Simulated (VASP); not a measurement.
# Pd (Fm-3m) in VASP: a series of runs

The runs below take Pd through single point, relaxation of volume and atoms at fixed shape, with PBEsol.

All numbers are computed with VASP 6.6.1; they aren't measurements. Logs are shortened: lines on timing, memory, paths and dates and some standing lists are left out, and cuts for length are marked.

**1. The cell of the first run**

Symmetry: Fm-3m, No. 225, cubic system. The conventional cell has a = 3.876 Å, b = 3.876 Å, c = 3.876 Å, α = 90.00°, β = 90.00°, γ = 90.00°. Within 3.6 Å of Pd (site symmetry m-3m) lie 12 Pd at 2.74 Å.

**2. Single point, PBEsol**

INCAR reads:

```
PREC     = Accurate       # precision mode
ENCUT    = 520            # plane-wave cutoff, eV
EDIFF    = 1E-6           # SCF threshold, eV
ISMEAR   = -1             # smearing method
SIGMA    = 0.1            # smearing width, eV
LREAL    = False          # projectors in reciprocal space
LASPH    = True           # aspherical terms in the spheres
NELM     = 60             # most SCF steps
ALGO     = Normal         # electronic algorithm
ISIF     = 2              # what is computed and relaxed
LWAVE    = False          # write WAVECAR
LCHARG   = True           # write CHGCAR
GGA      = PS             # functional
LELF     = True           # ELF
LVHAR    = True         
NBANDS   = 11             # bands
```

KPOINTS reads:

```
Automatic mesh
0
Gamma
  9 9 9
```

POSCAR reads:

```
Pd
1.0
    0.0000000000      1.9381030852      1.9381030852
    1.9381030852      0.0000000000      1.9381030852
    1.9381030852      1.9381030852      0.0000000000
Pd
1
Direct
    0.0000000000      0.0000000000      0.0000000000
```

Potentials or basis: VASP PAW PBE potentials, release 64 (Pd).

Started as:

```bash
$ cat potpaw_PBE.64/Pd/POTCAR > POTCAR
$ mpirun -np 1 vasp_std > vasp.out
```

OUTCAR:

```text
PREC = Accurate
   ENCUT = 520
   EDIFF = 1E-6
   ISMEAR = -1
   LREAL = False
   LASPH = True
   NELM = 60
   ISIF = 2
   GGA = PS

 ion  position               nearest neighbor table
   1  0.000  0.000  0.000-

  LATTYP: Found a face centered cubic cell.
 ALAT       =     3.8762061704

  Lattice vectors:

 A1 = (   0.0000000000,   1.9381030852,   1.9381030852)
 A2 = (   1.9381030852,   0.0000000000,   1.9381030852)
 A3 = (   1.9381030852,   1.9381030852,   0.0000000000)

Analysis of symmetry for initial positions (statically):
=====================================================================
 Subroutine PRICEL returns:
 Original cell was already a primitive cell.

 Routine SETGRP: Setting up the symmetry group for a
 face centered cubic supercell.

 Subroutine GETGRP returns: Found 48 space group operations
 (whereof 48 operations were pure point group operations)
 out of a pool of 48 trial point group operations.

The static configuration has the point symmetry O_h .

Analysis of symmetry for dynamics (positions and initial velocities):
=====================================================================
 Subroutine PRICEL returns:
 Original cell was already a primitive cell.

 Routine SETGRP: Setting up the symmetry group for a
 face centered cubic supercell.

 Subroutine GETGRP returns: Found 48 space group operations
 (whereof 48 operations were pure point group operations)
 out of a pool of 48 trial point group operations.

The dynamic configuration has the point symmetry O_h .

 Subroutine INISYM returns: Found 48 space group operations
 (whereof 48 operations are pure point group operations),
 and found     1 'primitive' translations

----------------------------------------------------------------------------------------

                                     Primitive cell

  volume of cell :      14.5600

  direct lattice vectors                    reciprocal lattice vectors
     0.000000000  1.938103085  1.938103085    -0.257984213  0.257984213  0.257984213
     1.938103085  0.000000000  1.938103085     0.257984213 -0.257984213  0.257984213
     1.938103085  1.938103085  0.000000000     0.257984213  0.257984213 -0.257984213

  length of vectors
     2.740891668  2.740891668  2.740891668     0.446841765  0.446841765  0.446841765

  position of ions in fractional coordinates (direct lattice)
     0.000000000  0.000000000  0.000000000

  ion indices of the primitive-cell ions
   primitive index   ion index
                 1           1

----------------------------------------------------------------------------------------

 KPOINTS: Automatic mesh

Automatic generation of k-mesh.
 Grid dimensions read from file:
 generate k-points for:    9    9    9

 Generating k-lattice:

  Cartesian coordinates                     Fractional coordinates (reciprocal lattice)
    -0.028664913  0.028664913  0.028664913     0.111111111  0.000000000  0.000000000
     0.028664913 -0.028664913  0.028664913     0.000000000  0.111111111  0.000000000
     0.028664913  0.028664913 -0.028664913     0.000000000  0.000000000  0.111111111

  Length of vectors
     0.049649085  0.049649085  0.049649085

  Shift w.r.t. Gamma in fractional coordinates (k-lattice)
     0.000000000  0.000000000  0.000000000

 Subroutine IBZKPT returns following result:
 ===========================================

 Found     35 irreducible k-points:

 Following reciprocal coordinates:
            Coordinates               Weight
  0.000000  0.000000  0.000000      1.000000
  0.111111  0.000000  0.000000      8.000000
  0.222222  0.000000  0.000000      8.000000
  0.333333  0.000000  0.000000      8.000000
  0.444444  0.000000  0.000000      8.000000
  0.111111  0.111111  0.000000      6.000000
[... 16 lines left out ...]
 -0.333333  0.333333  0.000000     12.000000
  0.444444  0.444444  0.000000      6.000000
 [... further k-points ...]
   k-points           NKPTS =     35   k-points in BZ     NKDIM =     35   number of bands    NBANDS=     11
   number of dos      NEDOS =    301   number of ions     NIONS =      1
   total plane-waves  NPLWV =   8000
   dimension x,y,z NGX =    20 NGY =   20 NGZ =   20
   dimension x,y,z NGXF=    40 NGYF=   40 NGZF=   40
   ions per type =               1
   NGX,Y,Z   is equivalent  to a cutoff of  12.13, 12.13, 12.13 a.u.
   NGXF,Y,Z  is equivalent  to a cutoff of  24.26, 24.26, 24.26 a.u.
 SYSTEM =  unknown system
   PREC   = accura    normal or accurate (medium, high low for compatibility)
   ISTART =      0    job   : 0-new  1-cont  2-samecut
   ICHARG =      2    charge: 1-file 2-atom 10-const
   ISPIN  =      1    spin polarized calculation?
   LNONCOLLINEAR =      F non collinear calculations
   LSORBIT =      F    spin-orbit coupling
   LASPH  =      T    aspherical Exc in radial PAW
   ENCUT  =  520.0 eV  38.22 Ry    6.18 a.u.   5.10  5.10  5.10*2*pi/ulx,y,z
   NELM   =     60;   NELMIN=  2; NELMDL= -5     # of ELM steps
   EDIFF  = 0.1E-05   stopping-criterion for ELM
   LREAL  =      F    real-space projection
   EDIFFG = 0.1E-04   stopping-criterion for IOM
   NSW    =      0    number of steps for IOM
   IBRION =     -1    ionic relax: 0-MD 1-quasi-New 2-CG
   NFREE  =      0    steps in history (QN), initial steepest desc. (CG)
   ISIF   =      2    stress and relaxation
   ISYM   =      2    0-nonsym 1-usesym 2-fastsym
   POTIM  = 0.5000    time-step for ionic-motion
   TEBEG  =    0.0;   TEEND  =   0.0 temperature during run
   PSTRESS=    0.0 pullay stress
   NELECT =      10.0000    total number of electrons
   NUPDOWN=      -1.0000    fix difference up-down
   EMIN   =  10.00;   EMAX   =-10.00  energy-range for DOS
   EFERMI =   0.00;   METHOD = LEGACY
   ISMEAR =    -1;   SIGMA  =   0.10  broadening in eV -4-tet -1-fermi 0-gaus
   EFERMI_NEDOS =   21; number of points for ismear=-14 and -15
   IALGO  =     38    algorithm
   IMIX   =      4    mixing-type and parameters
     AMIX     =   0.40;   BMIX     =  1.00
     AMIX_MAG =   1.60;   BMIX_MAG =  1.00
  volume/ion in A,a.u.               =      14.56        98.26
  Fermi-wavevector in a.u.,A,eV,Ry     =   1.444402  2.729523 28.385780  2.086296
  Thomas-Fermi vector in A             =   2.562701
   LORBIT       =      0    0 simple, 1 ext, 2 COOP (PROOUT), +10 PAW based schemes
   GGA     = PS    functional components
   LHFCALC =     F    Hartree Fock is set to
   AEXX    =    0.0000 exact exchange contribution
   IVDW    =     0    specifies the selected vdW correction
   LEPSILON=     F    determine dielectric tensor
   LRPA    =     F    only Hartree local field effects (RPA)
 non-spin polarized calculation
  energy-cutoff  :      520.00
  volume of cell :       14.56
 maximum number of plane-waves:       403
   NGX = 11   NGY = 11   NGZ = 11

 number of electron      10.0000002 magnetization

 Free energy of the ion-electron system (eV)
  ---------------------------------------------------
  ext. energy  EPLUGINS =         0.00000000
  ---------------------------------------------------
  free energy    TOTEN  =        -6.00261737 eV

  energy without entropy =       -5.93836990  energy(sigma->0) =       -5.97049363

 E-fermi :   9.8317     XC(G=0): -13.4638

 val. band max:        9.7940480932   @ k =   0.4444   0.1111   0.0000
 cond. band min:       9.8375847125   @ k =  -0.4444   0.3333   0.0000
 fundamental gap:      0.0435366192
 Fermi energy:         9.8316865518

 k-point     1 :       0.0000    0.0000    0.0000
  band No.  band energies     occupation
      1       2.5000      2.00000
      2       6.9130      2.00000
      3       6.9130      2.00000
      4       6.9130      2.00000
      5       8.5788      1.99999
      6       8.5788      1.99999
      7      26.9758      0.00000
      8      31.8188      0.00000
      9      31.8188      0.00000
     10      31.8188      0.00000
     11      35.8425      0.00000

 k-point     2 :       0.1111    0.0000    0.0000
  band No.  band energies     occupation
      1       2.9427      2.00000
      2       6.7671      2.00000
      3       7.0582      2.00000
      4       7.0582      2.00000
      5       8.5174      2.00000
      6       8.5174      2.00000
      7      27.3875      0.00000
      8      29.5136      0.00000
      9      32.3329      0.00000
     10      32.3329      0.00000
     11      35.9170      0.00000

 k-point     3 :       0.2222    0.0000    0.0000
  band No.  band energies     occupation
      1       3.9849      2.00000
      2       6.7155      2.00000
      3       7.2282      2.00000
      4       7.2282      2.00000
      5       8.6182      1.99999
      6       8.6182      1.99999
      7      25.3995      0.00000
      8      28.1839      0.00000
      9      33.4400      0.00000
     10      33.4400      0.00000
     11      35.5872      0.00000

 k-point     4 :       0.3333    0.0000    0.0000
  band No.  band energies     occupation
      1       4.4881      2.00000
      2       7.0767      2.00000
      3       7.0767      2.00000
      4       8.0015      2.00000
      5       9.1916      1.99668
      6       9.1916      1.99668
      7      21.3401      0.00000
      8      27.2945      0.00000
      9      32.7201      0.00000
     10      32.7201      0.00000
     11      36.3321      0.00000
[... 239 lines left out ...]
 k-point    22 :      -0.4444    0.3333    0.0000
  band No.  band energies     occupation
      1       4.9059      2.00000
      2       5.4374      2.00000
      3       7.9421      2.00000
      4       8.8188      1.99992
      5       9.8376      0.97052
      6      15.3709      0.00000
      7      18.8828      0.00000
      8      21.8259      0.00000
      9      25.4648      0.00000
     10      30.4243      0.00000
     11      35.8080      0.00000

 k-point    23 :      -0.3333    0.3333    0.0000
  band No.  band energies     occupation
      1       5.3445      2.00000
      2       6.1003      2.00000
      3       7.0765      2.00000
      4       8.4248      2.00000
      5       9.3260      1.98735
      6      15.8265      0.00000
      7      18.8171      0.00000
      8      20.9016      0.00000
      9      27.5914      0.00000
     10      29.7162      0.00000
     11      35.9313      0.00000

 k-point    24 :       0.4444    0.4444    0.0000
  band No.  band energies     occupation
      1       4.3700      2.00000
      2       4.6484      2.00000
      3       9.7457      1.40522
      4       9.9816      0.36517
      5       9.9816      0.36516
      6      12.3969      0.00000
      7      21.5528      0.00000
      8      23.3358      0.00000
      9      23.3358      0.00000
     10      31.4474      0.00000
     11      31.5445      0.00000

 [... further k-points ...]
[... 5 lines left out ...]
  --------------------------------------------------------------------------------------
  -------------------------------------------------------------------------------------
  Total       -0.0317967     -0.0317967     -0.0317967      0.0000000      0.0000000      0.0000000
  in kB       -3.4989021     -3.4989021     -3.4989021      0.0000000      0.0000000      0.0000000
  external PRESSURE =      -3.4989021 kB  Pullay stress =       0.0000000 kB

 VOLUME and BASIS-vectors are now :
 -----------------------------------------------------------------------------
  energy-cutoff  :      520.00
  volume of cell :       14.56
      direct lattice vectors                 reciprocal lattice vectors
     0.000000000  1.938103085  1.938103085    -0.257984213  0.257984213  0.257984213
     1.938103085  0.000000000  1.938103085     0.257984213 -0.257984213  0.257984213
     1.938103085  1.938103085  0.000000000     0.257984213  0.257984213 -0.257984213

 POSITION                                       TOTAL-FORCE (eV/Angst)
 -----------------------------------------------------------------------------------
      0.00000      0.00000      0.00000        -0.000000     -0.000000      0.000000
 -----------------------------------------------------------------------------------
    total drift:                               -0.000000     -0.000000     -0.000000

  FREE ENERGIE OF THE ION-ELECTRON SYSTEM (eV)
  ---------------------------------------------------
  free  energy   TOTEN  =        -6.0026173665 eV

  energy  without entropy=       -5.9383699025  energy(sigma->0) =       -5.97049363
```

It took 3.7 s on 1 thread of AMD EPYC 9R45 (Zen 5), shared host; peak memory 0.09 GiB.

What came out:

- Free energy: -6.0026 eV
- Pressure: -0.3 GPa
- Band gap on the k mesh: zero (band 5 reaches 10.03 eV, above the bottom of band 6 at 8.52 eV)

Caveat: the PAW data sets were made with another functional, which shifts forces and pressure a little.

**3. Relaxation of volume and atoms at fixed shape, PBEsol**

This run uses another cell than the first one, of 14.75 Å³/atom, 1.013 times its volume.

INCAR reads:

```
PREC     = Accurate       # precision mode
ENCUT    = 600            # plane-wave cutoff, eV
EDIFF    = 1E-7           # SCF threshold, eV
ISMEAR   = -1             # smearing method
SIGMA    = 0.1            # smearing width, eV
LREAL    = False          # projectors in reciprocal space
LASPH    = True           # aspherical terms in the spheres
NELM     = 100            # most SCF steps
ALGO     = Normal         # electronic algorithm
ISIF     = 8              # what is computed and relaxed
LWAVE    = False          # write WAVECAR
LCHARG   = False          # write CHGCAR
GGA      = PS             # functional
IBRION   = 2              # ionic algorithm
NSW      = 80             # ionic steps
EDIFFG   = -0.01          # ionic threshold
```

KPOINTS reads:

```
regular mesh
0
Gamma
  9 9 9
```

POSCAR reads:

```
Pd
1.0
    0.0000000000      1.9465000000      1.9465000000
    1.9465000000      0.0000000000      1.9465000000
    1.9465000000      1.9465000000      0.0000000000
Pd
1
Direct
    0.0000000000      0.0000000000      0.0000000000
```

Potentials or basis: VASP PAW PBE potentials, release 64 (Pd).

Started as:

```bash
$ cat potpaw_PBE.64/Pd/POTCAR > POTCAR
$ mpirun -np 1 vasp_std > vasp.out
```

Wall time 9.5 s (1 thread of AMD EPYC 9R45 (Zen 5), shared host); peak memory 0.12 GiB.

It converged, with:

| Item | Value |
| --- | --- |
| Free energy | -6.0031 eV |
| Relaxed volume | 14.53 Å³/atom |
| Relaxed cell | a = 2.739 Å, b = 2.739 Å, c = 2.739 Å, α = 60.00°, β = 60.00°, γ = 60.00° |
| Space group after relaxing (to 0.05 Å) | Fm-3m (No. 225) |
| Energy gained by relaxing | 2.0 meV/atom |
| Ionic steps | 3 |
| Pressure after relaxing | 0.0 GPa |
| Band gap on the k mesh | zero (band 5 reaches 10.06 eV, above the bottom of band 6 at 8.54 eV) |

The path:
```
step  energy change (eV)  largest force (eV/Å)  pressure (GPa)  volume (Å³)
   1              0.0000                0.0000           -2.91        14.75
   2              0.0036                0.0000            5.31        14.19
   3             -0.0020                0.0000           -0.01        14.53
```

Final structure:
```
Pd
1.0
     0.00000    1.93695    1.93695
     1.93695    0.00000    1.93695
     1.93695    1.93695    0.00000
Pd
1
Direct
  0.00000 0.00000 0.00000
```

Levels at points of the mesh, in eV from the Fermi level:
```csv
k point,band 1,band 2,band 3,band 4,band 5,band 6,band 7,band 8,band 9
"(0.00, 0.00, 0.00)",-7.35,-2.93,-2.93,-2.93,-1.26,-1.26,17.14,22.00,22.00
```

Caveat: the PAW data sets were made with another functional, which shifts forces and pressure a little.
